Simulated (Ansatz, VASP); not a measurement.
**Two plane-wave programs on In**

POSCAR

```
In
1.0
    3.2904051372      0.0000000000      0.0000000000
   -1.6452025686      2.8495744376      0.0000000000
    0.0000000000      0.0000000000      5.4346859154
In
2
Direct
    0.6666666667      0.3333333333      0.7500000000
    0.3333333333      0.6666666667      0.2500000000
```

INCAR.step1

```
SYSTEM = In
PREC = Accurate
ENCUT = 520
EDIFF = 1E-5
ISMEAR = -1
SIGMA = 0.05
LREAL = .FALSE.
LASPH = .TRUE.
NELM = 80
ALGO = Normal
ISIF = 2
LWAVE = .TRUE.
LCHARG = .FALSE.
NBANDS = 20
GGA = PE
```

Contents of INCAR.step2:

```
SYSTEM = In
PREC = Accurate
ENCUT = 520
EDIFF = 1E-7
ISMEAR = -1
SIGMA = 0.05
LREAL = .FALSE.
LASPH = .TRUE.
NELM = 80
ALGO = Normal
ISIF = 2
LWAVE = .FALSE.
LCHARG = .FALSE.
GGA = PE
LHFCALC = .TRUE.
AEXX = 0.25
PRECFOCK = Normal
NBANDS = 20
ISTART = 1
```

File KPOINTS:

```
regular mesh
0
G
  4 4 4
  0 0 0
```

Contents of input.yaml:

```yaml
crystal:
  lattice:
    - [3.2904051372, 0.0, 0.0]
    - [-1.6452025686, 2.8495744376, 0.0]
    - [0.0, 0.0, 5.4346859154]
  atoms:
    - { symbol: In, position: [0.6666666667, 0.3333333333, 0.75] }
    - { symbol: In, position: [0.3333333333, 0.6666666667, 0.25] }
hamiltonian:
  xc: pbe0
  pseudopotentials: { kind: paw }
kpoints:
  mp_grid: { grid: [4, 4, 4] }
scf:
  occupations: { method: fermi_dirac, width: 0.05 }
output:
  forces: true
  stress: true
  eigenvalues: true
```

Alike in both runs: task single point; functional PBE0; k mesh 4 × 4 × 4; occupations fermi-dirac, width 0.05 eV; no spin polarisation.

|  | VASP | Ansatz |
| --- | --- | --- |
| version | VASP 6.6.1 | Ansatz 0.2.0 |
| potentials or method | VASP PAW PBE potentials, release 64 (In_d) | Ansatz PAW |
| plane-wave cutoff (eV) | 520 | 420 |
| valence electrons in the cell | 26 | 26 |

Ansatz gave:

```
gap on the k mesh at the Fermi level (eV)                     : none
pressure (GPa)                                                : 4.1
traceless stress, the component that is largest in VASP (GPa) : -7.19
```

Task: What did VASP give for the same quantities?

Result: gap on the k mesh at the Fermi level (eV): none; pressure (GPa): 3.9; traceless stress, the component that is largest in VASP (GPa): -7.52.

A gap of «none» marks a metal or a gap that the smearing closes. With one functional, cell and mesh, what is left measures potentials, basis and numerics.

The k mesh is coarse, so the values compare programs but aren't converged.
